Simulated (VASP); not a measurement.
**BN: single point with PBEsol**

BN:

```
B N
1.0
     2.50435    0.00000    0.00000
    -1.25217    2.16883    0.00000
     0.00000    0.00000    7.01910
B N
2 2
Cartesian
  -0.4243 1.0216 1.7548
  1.2522 0.7229 5.2643
  0.0000 1.4459 5.2643
  1.2522 0.7229 1.7548
```

- Program: VASP 6.6.1
- Task: single point
- Functional: PBEsol
- Potentials or basis: VASP PAW PBE potentials, release 64 (B, N)
- Cutoff: 520 eV
- k mesh: 12 × 12 × 4
- Occupations: gaussian, width 0.05 eV
- Spin: no spin polarisation

| Quantity | Value |
| --- | --- |
| Pressure | 119.3 GPa |
| Largest force | 103.149 eV/Å |
| Band gap on the k mesh | 4.11 eV (least direct gap 4.59 eV) |

Forces on the atoms (eV/Å):
```
B    97.480  33.720   0.000
B    -0.002  -0.001   0.000
N     0.003   0.000   0.000
N   -97.482 -33.719   0.000
```

Stress tensor (GPa, compression positive):
```
306.50 118.09   0.00
118.09  51.85   0.00
  0.00   0.00  -0.31
```

Levels at points of the mesh, in eV from the valence-band top:
```
           k point  band 4  band 5  band 6  band 7  band 8  band 9  band 10  band 11  band 12  band 13
(0.00, 0.00, 0.00)   -5.00   -4.55   -1.56   -1.56    0.00    4.90     9.15    10.07    11.29    11.29
(0.50, 0.00, 0.00)   -6.95   -4.38   -3.02   -2.66   -1.20    4.51     5.95     9.42     9.57    11.44
(0.00, 0.50, 0.00)   -8.13   -4.38   -4.02   -3.60   -1.14    4.45     7.00     9.33     9.47    12.48
(0.50, 0.50, 0.00)   -7.74   -4.38   -3.18   -1.13   -1.06    4.11     4.37     7.67     9.43    12.44
(0.00, 0.00, 0.50)   -5.60   -4.50   -1.56   -1.56    0.00    6.42     6.89    10.81    11.29    11.29
(0.50, 0.00, 0.50)   -6.96   -4.38   -3.02   -2.63   -1.17    4.39     5.69     9.61     9.97    11.86
(0.00, 0.50, 0.50)   -8.14   -4.38   -4.03   -3.55   -1.18    4.43     7.12     8.74     9.67    13.11
(0.50, 0.50, 0.50)   -7.74   -4.38   -3.13   -1.24   -1.01    4.12     4.49     7.22     9.54    13.07
```

It took 5.3 min on 1 thread of Intel Xeon 8259CL, on a shared host, peak memory 0.27 GiB.

Caveat: atoms lie so close that the PAW spheres overlap strongly, which falsifies energies and pressures; the cell stands under pressure; the PAW data sets were made with another functional, which shifts forces and pressure a little; this functional lacks dispersion, which binds the layers, so the pressure and a relaxed spacing across them are unreliable. A k mesh can miss the band edges.
